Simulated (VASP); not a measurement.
A run of VASP 6.6.1:

INCAR

```
SYSTEM = Al
PREC = Accurate ; ENCUT = 520
EDIFF = 1E-7 ; ISMEAR = 0
SIGMA = 0.15 ; LREAL = .False.
LASPH = .True. ; NELM = 80
ALGO = Fast ; ISIF = 2
LWAVE = .False. ; LCHARG = .True.
GGA = PE ; IVDW = 12
LELF = .True. ; LVHAR = .True.
NBANDS = 8
```

KPOINTS

```
regular mesh
0
Gamma
  26 26 26
  0 0 0
```

POSCAR

```
Al
1.0
    0.0000000000      2.1506718558      1.9117083162
    2.1506718558      0.0000000000      1.9117083162
    2.1506718558      2.1506718558      0.0000000000
Al
1
Direct
    0.0000000000      0.0000000000      0.0000000000
```

Potentials or basis: VASP PAW PBE potentials, release 64 (Al).

Run with:

```console
$ cat potpaw_PBE.64/Al/POTCAR > POTCAR
$ mpirun -np 1 vasp_std > vasp.out
```

Hardware: 1 thread of Intel(R) Xeon(R) 6975P-C (Granite Rapids), with other jobs on the host.

Q: Estimate the wall time of this run.

A: Wall time 49 s on 1 thread of Intel(R) Xeon(R) 6975P-C (Granite Rapids), with other jobs on the host, peak memory 0.28 GiB. Counts: scf iterations 12, k points 1330.
